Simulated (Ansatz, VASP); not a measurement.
## Pd: VASP beside Ansatz

INCAR

```
PREC = Accurate
ENCUT = 520
EDIFF = 1E-6
ISMEAR = 0
SIGMA = 0.15
LREAL = F
LASPH = T
NELM = 60
ALGO = Normal
ISIF = 2
LWAVE = F
LCHARG = F
GGA = PE
NBANDS = 11
```

KPOINTS

```
Automatic mesh
0
Gamma
  20 20 20
```

File POSCAR:

```
Pd
1.0
    0.0000000000      1.9449000000      2.0324205000
    1.9449000000      0.0000000000      2.0324205000
    1.9449000000      1.9449000000      0.0000000000
Pd
1
Direct
    0.0000000000      0.0000000000      0.0000000000
```

Input for Ansatz:

```yaml
crystal:
  lattice:
    - [0.0, 1.9449, 2.0324205]
    - [1.9449, 0.0, 2.0324205]
    - [1.9449, 1.9449, 0.0]
  atoms:
    - { symbol: Pd, position: [0.0, 0.0, 0.0] }
basis:
  ecutwfc: 420
kpoints:
  mp_grid: { grid: [20, 20, 20] }
hamiltonian:
  xc: pbe
scf:
  occupations: { method: gaussian, width: 0.15 }
output:
  forces: true
  stress: true
  eigenvalues: true
```

Change from the starting cell: strain +0.0450 x Voigt [0, 0, 1, 0, 0, 0], atoms carried along.

Alike in both runs: task single point; functional PBE; k mesh 20 × 20 × 20; occupations gaussian, width 0.15 eV; no spin polarisation.

|  | VASP | Ansatz |
| --- | --- | --- |
| version | VASP 6.6.1 | Ansatz 0.2.0 |
| potentials or method | VASP PAW PBE potentials, release 64 (Pd), cutoff 520 eV | scalar-relativistic, plane waves, PAW |
| valence electrons in the cell | 10 | 18 |

```tsv
	VASP	Ansatz	Ansatz less VASP
gap on the k mesh at the Fermi level (eV)	none	none	-
pressure (GPa)	-0.7	-0.4	+0.28
traceless stress, the component that is largest in VASP (GPa)	-1.62	-1.64	-0.019
```

A gap of «none» marks a metal or a gap that the smearing closes. With one functional, cell and mesh, what is left measures potentials, basis and numerics. VASP's potentials hold 10 valence electrons a cell and Ansatz's 18, so a difference there can come from the potentials and not from the codes.
